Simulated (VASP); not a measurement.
Runs of VASP 6.6.1 on AlN. The structure is that of space group Cm (No. 8), or close to it. The cells are those of the table. 

```tsv
cell	gap on the mesh (eV)	pressure (GPa)	largest force (eV/Å)
a = 2.860, b = 2.860, c = 14.308 Å, angles 79.9, 79.9, 60.0°, 12 atoms	(c)	34.7	49.85
a = 2.860, b = 2.860, c = 14.164 Å, angles 82.7, 82.7, 60.0°, 12 atoms	3.50	(a)	4.93
a = 2.860, b = 2.860, c = 14.019 Å, angles 88.5, 88.5, 60.0°, 12 atoms	4.39	(b)	1.54
a = 2.860, b = 2.860, c = 14.497 Å, angles 77.2, 77.2, 60.0°, 12 atoms	3.75	34.5	49.90
a = 2.860, b = 2.860, c = 14.068 Å, angles 85.6, 85.6, 60.0°, 12 atoms	3.46	4.6	2.54
```

Alike in all rows: task single point; level PBEsol; potentials or basis VASP PAW PBE potentials, release 64 (Al, N); no spin polarisation; k mesh 9 × 9 × 2; cutoff (eV) 520; smearing gaussian 0.05 eV.

Problem. Estimate the missing entries.

Solution. (a) 6.4; (b) 1.7; (c) 3.89.

Caveats: the PAW data sets were made with another functional, which shifts forces and pressure a little; an odd mesh through Γ misses points on the zone boundary, where band edges can lie; the cell stands under pressure (at least some runs); atoms lie so close that the PAW spheres overlap strongly, which falsifies energies and pressures (at least some runs).
